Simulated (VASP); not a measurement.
# Hf3SnS8 (P-3m1) in VASP: single point with PBE

Aim: the single point of Hf3SnS8 with PBE.

All numbers are computed with VASP 6.6.1; they aren't measurements. Logs are shortened: lines on timing, memory, paths and dates and some standing lists are left out, and cuts for length are marked.

**1. The cell of the first run**

It takes space group P-3m1 (No. 164, trigonal). The conventional cell has a = 7.349 Å, b = 7.349 Å, c = 6.895 Å, α = 90.00°, β = 90.00°, γ = 120.00°. Within 3.4 Å of Hf (site symmetry 2/m) lie 6 S at 2.56 to 2.57 Å. Within 3.4 Å of Sn (site symmetry -3m) lie 6 S at 2.60 Å. S (site symmetry m) has 2 Hf at 2.57 Å and 1 Sn at 2.60 Å within 3.4 Å. S (site symmetry 3m) has 3 Hf at 2.56 Å within 3.4 Å.

**2. Single point, PBE**

INCAR reads:

```
SYSTEM = Hf3SnS8
ALGO = Normal ; EDIFF = 1E-6
ENCUT = 520 ; GGA = PE
ISIF = 2 ; ISMEAR = 0
LASPH = .TRUE. ; LCHARG = .FALSE.
LREAL = .FALSE. ; LWAVE = .FALSE.
NBANDS = 58 ; NELM = 60
PREC = Accurate ; SIGMA = 0.1
```

KPOINTS reads:

```
k-points
0
G
  3 3 4
  0 0 0
```

POSCAR reads:

```
Hf3SnS8
1.0
    7.3492670000      0.0000000000      0.0000000000
   -3.6746335000      6.3646519000      0.0000000000
    0.0000000000      0.0000000000      6.8952221000
Hf Sn S
3 1 8
Direct
    0.0000000000      0.5000000000      0.0000000000
    0.5000000000      0.0000000000      0.0000000000
    0.5000000000      0.5000000000      0.0000000000
    0.0000000000      0.0000000000      0.0000000000
    0.1686025000      0.3372050000      0.2120260000
    0.1686025000      0.8313975000      0.2120260000
    0.6666667000      0.3333333000      0.2081780000
    0.6627950000      0.8313975000      0.2120260000
    0.3372050000      0.1686025000      0.7879740000
    0.3333333000      0.6666667000      0.7918220000
    0.8313975000      0.1686025000      0.7879740000
    0.8313975000      0.6627950000      0.7879740000
```

Potentials or basis: VASP PAW PBE potentials, release 64 (Hf_pv, Sn_d, S).

Command:

```
cat potpaw_PBE.64/Hf_pv/POTCAR potpaw_PBE.64/Sn_d/POTCAR potpaw_PBE.64/S/POTCAR > POTCAR
mpirun -np 1 vasp_std > vasp.out
```

OUTCAR:

```text
SYSTEM = Hf3SnS8
   EDIFF = 1E-6
   ENCUT = 520
   GGA = PE
   ISIF = 2
   ISMEAR = 0
   LASPH = .TRUE.
   LREAL = .FALSE.
   NELM = 60
   PREC = Accurate

 ion  position               nearest neighbor table
   1  0.000  0.500  0.000-   7 2.56  10 2.56   6 2.57  11 2.57   5 2.57  12 2.57   2 3.67   4 3.67
                             4 3.67   2 3.67   3 3.67   3 3.67
   2  0.500  0.000  0.000-   7 2.56  10 2.56   8 2.57   9 2.57   6 2.57  11 2.57   1 3.67   3 3.67
                             3 3.67   1 3.67   4 3.67   4 3.67
   3  0.500  0.500  0.000-   7 2.56  10 2.56   9 2.57   8 2.57   5 2.57  12 2.57   2 3.67   4 3.67
                             2 3.67   4 3.67   1 3.67   1 3.67
   4  0.000  0.000  0.000-   5 2.60  12 2.60   8 2.60   9 2.60  11 2.60   6 2.60   1 3.67   3 3.67
                             1 3.67   3 3.67   2 3.67   2 3.67
   5  0.169  0.337  0.212-   3 2.57   1 2.57   4 2.60
   6  0.169  0.831  0.212-   1 2.57   2 2.57   4 2.60
   7  0.667  0.333  0.208-   2 2.56   1 2.56   3 2.56
   8  0.663  0.831  0.212-   3 2.57   2 2.57   4 2.60
   9  0.337  0.169  0.788-   3 2.57   2 2.57   4 2.60
  10  0.333  0.667  0.792-   2 2.56   1 2.56   3 2.56
  11  0.831  0.169  0.788-   1 2.57   2 2.57   4 2.60
  12  0.831  0.663  0.788-   3 2.57   1 2.57   4 2.60

  LATTYP: Found a hexagonal cell.
 ALAT       =     7.3492670000
 C/A-ratio  =     0.9382190224

  Lattice vectors:

 A1 = (   7.3492670000,   0.0000000000,   0.0000000000)
 A2 = (  -3.6746335000,   6.3646519000,   0.0000000000)
 A3 = (   0.0000000000,   0.0000000000,   6.8952221000)

Analysis of symmetry for initial positions (statically):
=====================================================================
 Subroutine PRICEL returns:
 Original cell was already a primitive cell.

 Routine SETGRP: Setting up the symmetry group for a
 hexagonal supercell.

 Subroutine GETGRP returns: Found 12 space group operations
 (whereof 12 operations were pure point group operations)
 out of a pool of 24 trial point group operations.

The static configuration has the point symmetry D_3d.

Analysis of symmetry for dynamics (positions and initial velocities):
=====================================================================
 Subroutine PRICEL returns:
 Original cell was already a primitive cell.

 Routine SETGRP: Setting up the symmetry group for a
 hexagonal supercell.

 Subroutine GETGRP returns: Found 12 space group operations
 (whereof 12 operations were pure point group operations)
 out of a pool of 24 trial point group operations.

The dynamic configuration has the point symmetry D_3d.

 Subroutine INISYM returns: Found 12 space group operations
[... 117 lines left out ...]
   ISMEAR =     0;   SIGMA  =   0.10  broadening in eV -4-tet -1-fermi 0-gaus
   EFERMI_NEDOS =   21; number of points for ismear=-14 and -15
   IALGO  =     38    algorithm
   IMIX   =      4    mixing-type and parameters
     AMIX     =   0.40;   BMIX     =  1.00
     AMIX_MAG =   1.60;   BMIX_MAG =  1.00
  volume/ion in A,a.u.               =      26.88       181.38
  Fermi-wavevector in a.u.,A,eV,Ry     =   1.077660  2.036482 15.801143  1.161351
  Thomas-Fermi vector in A             =   2.213578
   LORBIT       =      0    0 simple, 1 ext, 2 COOP (PROOUT), +10 PAW based schemes
   GGA     = PE    functional components
   LHFCALC =     F    Hartree Fock is set to
   AEXX    =    0.0000 exact exchange contribution
   IVDW    =     0    specifies the selected vdW correction
   LEPSILON=     F    determine dielectric tensor
   LRPA    =     F    only Hartree local field effects (RPA)
 non-spin polarized calculation
 Gauss-broadening in eV      SIGMA  =   0.10
  energy-cutoff  :      520.00
  volume of cell :      322.53
 maximum number of plane-waves:      8714
 NGX is ok and might be reduce to    54
   NGX = 27   NGY = 27   NGZ = 25

 number of electron      92.0000004 magnetization

 Free energy of the ion-electron system (eV)
  ---------------------------------------------------
  ext. energy  EPLUGINS =         0.00000000
  ---------------------------------------------------
  free energy    TOTEN  =       -81.44188084 eV

  energy without entropy =      -81.43161528  energy(sigma->0) =      -81.43674806

 E-fermi :   1.9073     XC(G=0):  -8.5483

 val. band max:        1.8268100852   @ k =   0.0000   0.0000   0.0000
 cond. band min:       1.9190769451   @ k =   0.0000   0.0000   0.0000
 fundamental gap:      0.0922668600
 Fermi energy:         1.9072755570

 k-point     1 :       0.0000    0.0000    0.0000
  band No.  band energies     occupation
      1     -28.8464      2.00000
      2     -28.8154      2.00000
      3     -28.8154      2.00000
      4     -28.7801      2.00000
      5     -28.7556      2.00000
      6     -28.7556      2.00000
[... 599 lines left out ...]
     57       7.1260      0.00000
     58       7.1517      0.00000

------------------------ aborting loop because EDIFF is reached ----------------------------------------

  FORCE on cell =-STRESS in cart. coord.  units (eV):
  Direction    XX          YY          ZZ          XY          YZ          ZX
  --------------------------------------------------------------------------------------
  -------------------------------------------------------------------------------------
  Total       -0.6890352     -0.6890352     -0.7211630      0.0000000      0.0000000      0.0000000
  in kB       -3.4228276     -3.4228276     -3.5824246      0.0000000      0.0000000      0.0000000
  external PRESSURE =      -3.4760266 kB  Pullay stress =       0.0000000 kB

 VOLUME and BASIS-vectors are now :
 -----------------------------------------------------------------------------
  energy-cutoff  :      520.00
  volume of cell :      322.53
      direct lattice vectors                 reciprocal lattice vectors
     7.349267000  0.000000000  0.000000000     0.136067992  0.078558892  0.000000000
    -3.674633500  6.364651900  0.000000000     0.000000000  0.157117784  0.000000000
     0.000000000  0.000000000  6.895222100     0.000000000  0.000000000  0.145027961

 POSITION                                       TOTAL-FORCE (eV/Angst)
 -----------------------------------------------------------------------------------
     -1.83732      3.18233      0.00000         0.000000      0.000000     -0.000000
      3.67463      0.00000      0.00000         0.000000      0.000000     -0.000000
      1.83732      3.18233      0.00000         0.000000      0.000000     -0.000000
      0.00000      0.00000      0.00000        -0.000000      0.000000     -0.000000
      0.00000      2.14619      1.46197         0.000000      0.029485     -0.054178
     -1.81598      5.29156      1.46197         0.025535     -0.014742     -0.054178
      3.67463      2.12155      1.43543        -0.000000      0.000000     -0.057725
      1.81598      5.29156      1.46197        -0.025535     -0.014742     -0.054178
      1.85866      1.07310      5.43326         0.025535      0.014742      0.054178
     -0.00000      4.24310      5.45979         0.000000      0.000000      0.057725
      5.49061      1.07310      5.43326        -0.025535      0.014742      0.054178
      3.67463      4.21846      5.43326         0.000000     -0.029485      0.054178
 -----------------------------------------------------------------------------------
    total drift:                               -0.000000      0.000000      0.000000

  FREE ENERGIE OF THE ION-ELECTRON SYSTEM (eV)
  ---------------------------------------------------
  free  energy   TOTEN  =       -81.4418808382 eV

  energy  without entropy=      -81.4316152789  energy(sigma->0) =      -81.43674806
```

OSZICAR:

```text
N       E                     dE             d eps       ncg     rms          rms(c)
DAV:   1     0.732226513230E+03    0.73223E+03   -0.42492E+04  1168   0.151E+03
DAV:   2     0.128091725399E+02   -0.71942E+03   -0.69255E+03  1312   0.366E+02
DAV:   3    -0.826462613882E+02   -0.95455E+02   -0.92472E+02  1390   0.127E+02
DAV:   4    -0.876222036455E+02   -0.49759E+01   -0.49292E+01  1400   0.307E+01
DAV:   5    -0.878263083753E+02   -0.20410E+00   -0.20382E+00  1728   0.633E+00    0.825E+01
DAV:   6    -0.817192715698E+02    0.61070E+01   -0.17157E+01  1358   0.140E+01    0.587E+01
DAV:   7    -0.817268947841E+02   -0.76232E-02   -0.75623E+00  1504   0.942E+00    0.997E+00
DAV:   8    -0.814590127898E+02    0.26788E+00   -0.19045E+00  1308   0.493E+00    0.333E+00
DAV:   9    -0.814423652095E+02    0.16648E-01   -0.13404E-01  1392   0.152E+00    0.204E+00
DAV:  10    -0.814417417354E+02    0.62347E-03   -0.32554E-02  1374   0.568E-01    0.140E+00
DAV:  11    -0.814418654752E+02   -0.12374E-03   -0.25549E-03  1376   0.199E-01    0.280E-01
DAV:  12    -0.814419387019E+02   -0.73227E-04   -0.53826E-04  1430   0.823E-02    0.288E-01
DAV:  13    -0.814418756511E+02    0.63051E-04   -0.47257E-04  1432   0.761E-02    0.187E-02
DAV:  14    -0.814418813028E+02   -0.56517E-05   -0.47548E-05  1302   0.246E-02    0.536E-02
DAV:  15    -0.814418808382E+02    0.46460E-06   -0.27622E-06  1136   0.686E-03
   1 F= -.81441881E+02 E0= -.81436748E+02  d E =-.102656E-01
```

stdout:

```text
POSCAR found type information on POSCAR HfSnS
 POSCAR found :  3 types and      12 ions
 scaLAPACK will be used
 LDA part: xc-table for (Slater+PW92), standard interpolation
 POSCAR, INCAR and KPOINTS ok, starting setup
 FFT: planning ... GRIDC
 FFT: planning ... GRID_SOFT
 FFT: planning ... GRID
 WAVECAR not read
 entering main loop
```

Wall time 2.8 min (1 thread of AMD EPYC 7R13 (Zen 3), shared host); peak memory 0.48 GiB.

Results:

| Item | Value |
| --- | --- |
| Free energy | -81.4419 eV |
| Pressure | -0.3 GPa |
| Largest force | 0.062 eV/Å |
| Band gap on the k mesh | 0.09 eV |

Forces in eV/Å, atoms in the order of the input:
```
Hf   0.000  0.000  0.000
Hf   0.000  0.000  0.000
Hf   0.000  0.000  0.000
Sn   0.000  0.000  0.000
S    0.000  0.029 -0.054
S    0.026 -0.015 -0.054
S    0.000  0.000 -0.058
S   -0.026 -0.015 -0.054
S    0.026  0.015  0.054
S    0.000  0.000  0.058
S   -0.026  0.015  0.054
S    0.000 -0.029  0.054
```

Caveat: spin-orbit coupling is left out, which moves the levels of the heavy elements; an odd mesh through Γ misses points on the zone boundary, where band edges can lie; this functional lacks dispersion, which binds the layers, so the pressure and a relaxed spacing across them are unreliable.
